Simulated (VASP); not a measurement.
# KF in VASP: settings compared

KF is run at these levels: PBE, r2SCAN; tasks: single point.

All numbers are computed with VASP 6.6.1; they aren't measurements. Logs are shortened: lines on timing, memory, paths and dates and some standing lists are left out, and cuts for length are marked.

### 1 The cell of the first run

Symmetry: R3m, No. 160, trigonal system. The conventional cell has a = 4.151 Å, b = 4.151 Å, c = 10.624 Å, α = 90.00°, β = 90.00°, γ = 120.00°. K (site symmetry 3m) has 4 F at 2.58 to 2.60 Å within 3.4 Å. Within 3.4 Å of F (site symmetry 3m) lie 4 K at 2.58 to 2.60 Å.

### 2 Single point, PBE (strain along [111] +4.5%)

The input, INCAR:

```
PREC = Accurate ; ENCUT = 520
EDIFF = 1E-6 ; ISMEAR = -1
SIGMA = 0.02 ; LREAL = False
LASPH = True ; NELM = 60
ALGO = Normal ; ISIF = 2
LWAVE = False ; LCHARG = True
GGA = PE ; LELF = True
LVHAR = True ; NBANDS = 15
```

The input, KPOINTS:

```
regular mesh
0
Gamma
  8 8 8
```

The input, POSCAR:

```
KF
1.0
    0.0876706560      3.0230720859      3.0230720859
    3.0230720859      0.0876706560      3.0230720859
    3.0230720859      3.0230720859      0.0876706560
K F
1 1
Direct
    0.0027759281      0.0027759281      0.0027759281
    0.2472240719      0.2472240719      0.2472240719
```

Potentials or basis: VASP PAW PBE potentials, release 64 (K_sv, F).

The run is started by

```console
$ cat potpaw_PBE.64/K_sv/POTCAR potpaw_PBE.64/F/POTCAR > POTCAR
$ mpirun -np 1 vasp_std > vasp.out
```

OUTCAR:

```text
PREC = Accurate
   ENCUT = 520
   EDIFF = 1E-6
   ISMEAR = -1
   LREAL = False
   LASPH = True
   NELM = 60
   ISIF = 2
   GGA = PE

 ion  position               nearest neighbor table
   1  0.003  0.003  0.003-   2 2.58   2 2.58   2 2.58   2 2.60
   2  0.247  0.247  0.247-   1 2.58   1 2.58   1 2.58   1 2.60

  LATTYP: Found a trigonal (rhomboedric) cell.
 ALAT       =     4.2761683570
 COS(alpha) =     0.5287781587

  Lattice vectors:

 A1 = (   0.0876706560,   3.0230720859,   3.0230720859)
 A2 = (   3.0230720859,   0.0876706560,   3.0230720859)
 A3 = (   3.0230720859,   3.0230720859,   0.0876706560)

Analysis of symmetry for initial positions (statically):
=====================================================================
 Subroutine PRICEL returns:
 Original cell was already a primitive cell.

 Routine SETGRP: Setting up the symmetry group for a
 trigonal (rhombohedral) supercell.

 Subroutine GETGRP returns: Found  6 space group operations
 (whereof  6 operations were pure point group operations)
 out of a pool of 12 trial point group operations.

The static configuration has the point symmetry C_3v.

Analysis of symmetry for dynamics (positions and initial velocities):
=====================================================================
 Subroutine PRICEL returns:
 Original cell was already a primitive cell.

 Routine SETGRP: Setting up the symmetry group for a
 trigonal (rhombohedral) supercell.

 Subroutine GETGRP returns: Found  6 space group operations
 (whereof  6 operations were pure point group operations)
 out of a pool of 12 trial point group operations.

The dynamic configuration has the point symmetry C_3v.

 Subroutine INISYM returns: Found  6 space group operations
 (whereof  6 operations are pure point group operations),
 and found     1 'primitive' translations

----------------------------------------------------------------------------------------

                                     Primitive cell

  volume of cell :      52.8525

  direct lattice vectors                    reciprocal lattice vectors
     0.087670656  3.023072086  3.023072086    -0.172769046  0.167899863  0.167899863
     3.023072086  0.087670656  3.023072086     0.167899863 -0.172769046  0.167899863
     3.023072086  3.023072086  0.087670656     0.167899863  0.167899863 -0.172769046

  length of vectors
     4.276168357  4.276168357  4.276168357     0.293649231  0.293649231  0.293649231

  position of ions in fractional coordinates (direct lattice)
     0.002775928  0.002775928  0.002775928
     0.247224072  0.247224072  0.247224072

  ion indices of the primitive-cell ions
   primitive index   ion index
                 1           1
                 2           2

----------------------------------------------------------------------------------------

 KPOINTS: regular mesh

Automatic generation of k-mesh.
 Grid dimensions read from file:
 generate k-points for:    8    8    8

 Generating k-lattice:

  Cartesian coordinates                     Fractional coordinates (reciprocal lattice)
    -0.021596131  0.020987483  0.020987483     0.125000000  0.000000000 -0.000000000
     0.020987483 -0.021596131  0.020987483     0.000000000  0.125000000 -0.000000000
     0.020987483  0.020987483 -0.021596131     0.000000000  0.000000000  0.125000000

  Length of vectors
     0.036706154  0.036706154  0.036706154

  Shift w.r.t. Gamma in fractional coordinates (k-lattice)
     0.000000000  0.000000000  0.000000000

 Subroutine IBZKPT returns following result:
 ===========================================

 Found     65 irreducible k-points:

 Following reciprocal coordinates:
            Coordinates               Weight
  0.000000  0.000000  0.000000      1.000000
  0.125000  0.000000 -0.000000      6.000000
  0.250000  0.000000 -0.000000      6.000000
  0.375000  0.000000 -0.000000      6.000000
  0.500000  0.000000 -0.000000      3.000000
  0.125000  0.125000 -0.000000      6.000000
[... 16 lines left out ...]
  0.250000  0.125000  0.125000      6.000000
  0.375000  0.125000  0.125000      6.000000
 [... further k-points ...]
   k-points           NKPTS =     65   k-points in BZ     NKDIM =     65   number of bands    NBANDS=     15
   number of dos      NEDOS =    301   number of ions     NIONS =      2
   total plane-waves  NPLWV =  32768
   dimension x,y,z NGX =    32 NGY =   32 NGZ =   32
   dimension x,y,z NGXF=    64 NGYF=   64 NGZF=   64
   ions per type =               1   1
   NGX,Y,Z   is equivalent  to a cutoff of  12.44, 12.44, 12.44 a.u.
   NGXF,Y,Z  is equivalent  to a cutoff of  24.88, 24.88, 24.88 a.u.
 SYSTEM =  unknown system
   PREC   = accura    normal or accurate (medium, high low for compatibility)
   ISTART =      0    job   : 0-new  1-cont  2-samecut
   ICHARG =      2    charge: 1-file 2-atom 10-const
   ISPIN  =      1    spin polarized calculation?
   LNONCOLLINEAR =      F non collinear calculations
   LSORBIT =      F    spin-orbit coupling
   LASPH  =      T    aspherical Exc in radial PAW
   ENCUT  =  520.0 eV  38.22 Ry    6.18 a.u.   7.95  7.95  7.95*2*pi/ulx,y,z
   NELM   =     60;   NELMIN=  2; NELMDL= -5     # of ELM steps
   EDIFF  = 0.1E-05   stopping-criterion for ELM
   LREAL  =      F    real-space projection
   EDIFFG = 0.1E-04   stopping-criterion for IOM
   NSW    =      0    number of steps for IOM
   IBRION =     -1    ionic relax: 0-MD 1-quasi-New 2-CG
   NFREE  =      0    steps in history (QN), initial steepest desc. (CG)
   ISIF   =      2    stress and relaxation
   ISYM   =      2    0-nonsym 1-usesym 2-fastsym
   POTIM  = 0.5000    time-step for ionic-motion
   TEBEG  =    0.0;   TEEND  =   0.0 temperature during run
   PSTRESS=    0.0 pullay stress
   NELECT =      16.0000    total number of electrons
   NUPDOWN=      -1.0000    fix difference up-down
   EMIN   =  10.00;   EMAX   =-10.00  energy-range for DOS
   EFERMI =   0.00;   METHOD = LEGACY
   ISMEAR =    -1;   SIGMA  =   0.02  broadening in eV -4-tet -1-fermi 0-gaus
   EFERMI_NEDOS =   21; number of points for ismear=-14 and -15
   IALGO  =     38    algorithm
   IMIX   =      4    mixing-type and parameters
     AMIX     =   0.40;   BMIX     =  1.00
     AMIX_MAG =   1.60;   BMIX_MAG =  1.00
  volume/ion in A,a.u.               =      26.43       178.33
  Fermi-wavevector in a.u.,A,eV,Ry     =   1.099241  2.077264 16.440340  1.208331
  Thomas-Fermi vector in A             =   2.235632
   LORBIT       =      0    0 simple, 1 ext, 2 COOP (PROOUT), +10 PAW based schemes
   GGA     = PE    functional components
   LHFCALC =     F    Hartree Fock is set to
   AEXX    =    0.0000 exact exchange contribution
   IVDW    =     0    specifies the selected vdW correction
   LEPSILON=     F    determine dielectric tensor
   LRPA    =     F    only Hartree local field effects (RPA)
 non-spin polarized calculation
  energy-cutoff  :      520.00
  volume of cell :       52.85
 maximum number of plane-waves:      1438
   NGX = 15   NGY = 15   NGZ = 15

 number of electron      16.0000001 magnetization

 Free energy of the ion-electron system (eV)
  ---------------------------------------------------
  ext. energy  EPLUGINS =         0.00000000
  ---------------------------------------------------
  free energy    TOTEN  =        -8.12621288 eV

  energy without entropy =       -8.12621288  energy(sigma->0) =       -8.12621288

 E-fermi :  -3.1665     XC(G=0):  -6.8551

 val. band max:       -3.7210402106   @ k =   0.5000   0.5000  -0.0000
 cond. band min:       1.3084826620   @ k =   0.0000   0.0000   0.0000
 fundamental gap:      5.0295228726
 Fermi energy:        -3.1664747956

 k-point     1 :       0.0000    0.0000    0.0000
  band No.  band energies     occupation
      1     -30.0593      2.00000
      2     -22.2276      2.00000
      3     -13.4741      2.00000
      4     -13.4735      2.00000
      5     -13.4735      2.00000
      6      -3.9281      2.00000
      7      -3.8862      2.00000
      8      -3.8862      2.00000
      9       1.3085      0.00000
     10       7.7732      0.00000
     11       7.7732      0.00000
     12       7.8013      0.00000
     13       8.0940      0.00000
     14       8.0940      0.00000
     15      12.2396      0.00000

 k-point     2 :       0.1250    0.0000   -0.0000
  band No.  band energies     occupation
      1     -30.0543      2.00000
      2     -22.2369      2.00000
      3     -13.4904      2.00000
      4     -13.4806      2.00000
      5     -13.4791      2.00000
      6      -3.9305      2.00000
      7      -3.9009      2.00000
      8      -3.8764      2.00000
      9       1.6171      0.00000
     10       7.4153      0.00000
     11       7.5913      0.00000
     12       7.7312      0.00000
     13       8.1882      0.00000
     14       8.2996      0.00000
     15      11.7590      0.00000

 k-point     3 :       0.2500    0.0000   -0.0000
  band No.  band energies     occupation
      1     -30.0423      2.00000
      2     -22.2592      2.00000
      3     -13.5306      2.00000
      4     -13.4974      2.00000
      5     -13.4928      2.00000
      6      -3.9693      2.00000
      7      -3.8749      2.00000
      8      -3.8537      2.00000
      9       2.4143      0.00000
     10       6.9576      0.00000
     11       7.1384      0.00000
     12       7.3758      0.00000
     13       8.4903      0.00000
     14       8.6347      0.00000
     15      10.5697      0.00000

 k-point     4 :       0.3750    0.0000   -0.0000
  band No.  band energies     occupation
      1     -30.0301      2.00000
      2     -22.2816      2.00000
      3     -13.5723      2.00000
      4     -13.5141      2.00000
      5     -13.5065      2.00000
      6      -3.9790      2.00000
      7      -3.8449      2.00000
      8      -3.8326      2.00000
      9       3.4319      0.00000
     10       6.0272      0.00000
     11       6.8454      0.00000
     12       7.2527      0.00000
     13       8.8027      0.00000
     14       8.9805      0.00000
     15      10.1061      0.00000
[... 307 lines left out ...]
 k-point    22 :       0.1250    0.1250    0.1250
  band No.  band energies     occupation
      1     -30.0551      2.00000
      2     -22.2378      2.00000
      3     -13.4832      2.00000
      4     -13.4786      2.00000
      5     -13.4786      2.00000
      6      -3.9554      2.00000
      7      -3.8740      2.00000
      8      -3.8740      2.00000
      9       1.5923      0.00000
     10       7.5271      0.00000
     11       7.5271      0.00000
     12       7.5353      0.00000
     13       8.3371      0.00000
     14       8.3371      0.00000
     15      11.3367      0.00000

 k-point    23 :       0.2500    0.1250    0.1250
  band No.  band energies     occupation
      1     -30.0481      2.00000
      2     -22.2514      2.00000
      3     -13.5153      2.00000
      4     -13.4835      2.00000
      5     -13.4797      2.00000
      6      -3.9749      2.00000
      7      -3.8646      2.00000
      8      -3.8616      2.00000
      9       2.0467      0.00000
     10       7.0080      0.00000
     11       7.2290      0.00000
     12       7.6517      0.00000
     13       8.4702      0.00000
     14       8.5088      0.00000
     15      11.0438      0.00000

 k-point    24 :       0.3750    0.1250    0.1250
  band No.  band energies     occupation
      1     -30.0360      2.00000
      2     -22.2736      2.00000
      3     -13.5670      2.00000
      4     -13.5003      2.00000
      5     -13.4823      2.00000
      6      -3.9783      2.00000
      7      -3.8528      2.00000
      8      -3.8416      2.00000
      9       2.8865      0.00000
     10       6.4185      0.00000
     11       7.1232      0.00000
     12       7.1698      0.00000
     13       8.7425      0.00000
     14       8.8606      0.00000
     15      10.4349      0.00000

 [... further k-points ...]

------------------------ aborting loop because EDIFF is reached ----------------------------------------

  FORCE on cell =-STRESS in cart. coord.  units (eV):
  Direction    XX          YY          ZZ          XY          YZ          ZX
  --------------------------------------------------------------------------------------
  -------------------------------------------------------------------------------------
  Total       -0.0286498     -0.0286498     -0.0286498     -0.0798743     -0.0798743     -0.0798743
  in kB       -0.8684940     -0.8684940     -0.8684940     -2.4213182     -2.4213182     -2.4213182
  external PRESSURE =      -0.8684940 kB  Pullay stress =       0.0000000 kB

 VOLUME and BASIS-vectors are now :
 -----------------------------------------------------------------------------
  energy-cutoff  :      520.00
  volume of cell :       52.85
      direct lattice vectors                 reciprocal lattice vectors
     0.087670656  3.023072086  3.023072086    -0.172769046  0.167899863  0.167899863
     3.023072086  0.087670656  3.023072086     0.167899863 -0.172769046  0.167899863
     3.023072086  3.023072086  0.087670656     0.167899863  0.167899863 -0.172769046

 POSITION                                       TOTAL-FORCE (eV/Angst)
 -----------------------------------------------------------------------------------
      0.01703      0.01703      0.01703         0.002161      0.002161      0.002161
      1.51643      1.51643      1.51643        -0.002161     -0.002161     -0.002161
 -----------------------------------------------------------------------------------
    total drift:                                0.000319      0.000319      0.000319

  FREE ENERGIE OF THE ION-ELECTRON SYSTEM (eV)
  ---------------------------------------------------
  free  energy   TOTEN  =        -8.1262128785 eV

  energy  without entropy=       -8.1262128785  energy(sigma->0) =       -8.12621288
```

Run time: 28 s. Hardware: 1 thread of Intel Xeon 6975P-C, shared host; peak memory 0.2 GiB.

Results:

```
Free energy            : -8.1262 eV
Pressure               : -0.1 GPa
Largest force          : 0.004 eV/Å
Band gap on the k mesh : 5.03 eV, indirect (least direct gap 5.19 eV)
```

Forces on the atoms (eV/Å):
```
K    0.002  0.002  0.002
F   -0.002 -0.002 -0.002
```

Caveat: the cell differs from its parent crystal (strain along [111] +4.5%). A k mesh can miss the band edges.

(Continued in part 2 of 2.)
